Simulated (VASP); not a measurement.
SiC16, 17 atoms in the cell. The cell holds a slab with vacuum, 17 atoms: a = 4.930 Å, b = 4.422 Å, c = 22.694 Å, α = 90.00°, β = 90.00°, γ = 90.00°. 

```yaml
Program: VASP 6.6.1
Task: single point
Functional: PBE
Dispersion: D3(BJ)
Potentials_or_basis: VASP PAW PBE potentials, release 64 (C, Si)
Cutoff: 520 eV
k_mesh: 6 × 6 × 1
Occupations: gaussian, width 0.05 eV
Spin: collinear spin
Starting_moments: "[0.0, 0.0, 0.0, 0.0, 0.0, 0.0, 0.0, 0.0, 0.0, 0.0, 0.0, 0.0, 0.0, 0.0, 0.0, 0.0, 2.0] μB"
Dipole_correction: yes
Further_INCAR_settings: LREAL = Auto; ALGO = Normal; EDIFF = 1e-07; NBANDS = 52
```

Potentials or basis: VASP PAW PBE potentials, release 64 (C, Si).

The run is started by

```sh
$ cat potpaw_PBE.64/C/POTCAR potpaw_PBE.64/Si/POTCAR > POTCAR
$ mpirun -np 1 vasp_std > vasp.out
```

Hardware: 1 thread of Intel(R) Xeon(R) 6975P-C (Granite Rapids), on a shared host.

Estimate the wall time of this run.

Wall time 65 min on 1 thread of Intel(R) Xeon(R) 6975P-C (Granite Rapids) (shared host), peak memory 1.1 GiB. Counts: scf iterations 92, k points 16.
